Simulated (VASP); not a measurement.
Input of a VASP 6.6.1 run:

File INCAR:

```
SYSTEM = Sn
PREC     = Accurate       ! precision mode
ENCUT    = 520            ! plane-wave cutoff, eV
EDIFF    = 1E-6           ! SCF threshold, eV
ISMEAR   = -1             ! smearing method
SIGMA    = 0.05           ! smearing width, eV
LREAL    = .False.        ! projectors in reciprocal space
LASPH    = .True.         ! aspherical terms in the spheres
NELM     = 100            ! most SCF steps
ALGO     = Normal         ! electronic algorithm
ISIF     = 2              ! what is computed and relaxed
LWAVE    = .False.        ! write WAVECAR
LCHARG   = .True.         ! write CHGCAR
GGA      = RE             ! functional
IVDW     = 13             ! dispersion correction
LELF     = .True.         ! ELF
LVHAR    = .True.       
NBANDS   = 13             ! bands
```

KPOINTS

```
regular mesh
0
Gamma
  10 10 10
  0 0 0
```

POSCAR

```
Sn
1.0
   -1.9920973489      1.9920973489      1.6617475540
    1.9920973489     -1.9920973489      1.6617475540
    1.9920973489      1.9920973489     -1.6617475540
Sn
1
Direct
    0.0000000000      0.0000000000      0.0000000000
```

Potentials or basis: VASP PAW PBE potentials, release 64 (Sn_d).

Run with:

```bash
$ cat potpaw_PBE.64/Sn_d/POTCAR > POTCAR
$ mpirun -np 1 vasp_std > vasp.out
```

Estimate the pressure.

0.0 GPa.

Estimate the dispersion energy per atom.

-0.652 eV.

Estimate the band gap on the k mesh.

zero (band 7 reaches 15.73 eV, above the bottom of band 8 at 6.33 eV).

Caveat: the PAW data sets were made with another functional, which shifts forces and pressure a little; spin-orbit coupling is left out, which moves the levels of the heavy elements; pairwise dispersion overbinds metals, which lowers pressure and volume.
